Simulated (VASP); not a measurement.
Set up this calculation in VASP 6.6.1, as the native input.

```
Task                   : single point
Functional             : PBEsol
Potentials or basis    : VASP PAW PBE potentials, release 64 (Ir_sv_GW)
Cutoff                 : 500 eV
k mesh                 : 12 × 12 × 12
Occupations            : fermi-dirac, width 0.05 eV
Spin                   : no spin polarisation
Dipole correction      : no
Second run             : valence_matched
Further INCAR settings : ALGO = Normal; EDIFF = 1e-06; NBANDS = 14
```

The structure of Ir lies in POSCAR:

```
Ir
1.0
    0.0000000000      1.8853822143      1.8853822143
    1.8853822143      0.0000000000      1.8853822143
    1.8853822143      1.8853822143      0.0000000000
Ir
1
Direct
    0.0000000000      0.0000000000      0.0000000000
```

One way to write it, as run:

INCAR

```
PREC = Accurate ; ENCUT = 500
EDIFF = 1E-6 ; ISMEAR = -1
SIGMA = 0.05 ; LREAL = F
LASPH = T ; NELM = 120
ALGO = Normal ; ISIF = 2
LWAVE = F ; LCHARG = F
GGA = PS ; NBANDS = 14
GGA_COMPAT = F
```

KPOINTS

```
regular mesh
0
Gamma
  12 12 12
```

Potentials or basis: VASP PAW PBE potentials, release 64 (Ir_sv_GW).

Run with:

```console
$ cat potpaw_PBE.64/Ir_sv_GW/POTCAR > POTCAR
$ mpirun -np 1 vasp_std > vasp.out
```

It gave:

```
Pressure : 16.6 GPa
```

Caveat: the PAW data sets were made with another functional, which shifts forces and pressure a little.

Wall time 14 s on 1 thread of Intel(R) Xeon(R) Platinum 8259CL CPU @ 2.50GHz (Skylake/Cascade Lake), on a shared host, peak memory 0.14 GiB.
